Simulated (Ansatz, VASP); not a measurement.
## Nb2C3: VASP beside Ansatz

```
Nb C
1.0
     3.26876    0.00000    0.00000
     0.00000    3.26876    0.00000
     0.00000    0.00000    6.91395
Nb C
2 3
Direct
  0.50000 0.50000 0.79187
  0.50000 0.50000 0.20813
  0.50000 0.50000 0.50000
  0.00000 0.50000 0.00000
  0.50000 0.00000 0.00000
```

Alike in both runs: functional PBE; k mesh 12 × 12 × 6; occupations gaussian, width 0.1 eV; no spin polarisation.

Ansatz relaxed the structure, and its values are those at the end. VASP's run is a single point on that final structure, the one shown.

|  | VASP | Ansatz |
| --- | --- | --- |
| version | VASP 6.6.1 | Ansatz 0.2.0 |
| potentials or method | VASP PAW PBE potentials, release 64 (Nb_sv, C), cutoff 520 eV | scalar-relativistic, plane waves, PAW |
| valence electrons in the cell | 38 | 38 |

```csv
,VASP,Ansatz,Ansatz less VASP
gap on the k mesh at the Fermi level (eV),none,none,-
pressure (GPa),-0.3,0.0,+0.27
rms of the force components (eV/Å),0.014,0.002,-0.0125
```

A gap of «none» marks a metal or a gap that the smearing closes.
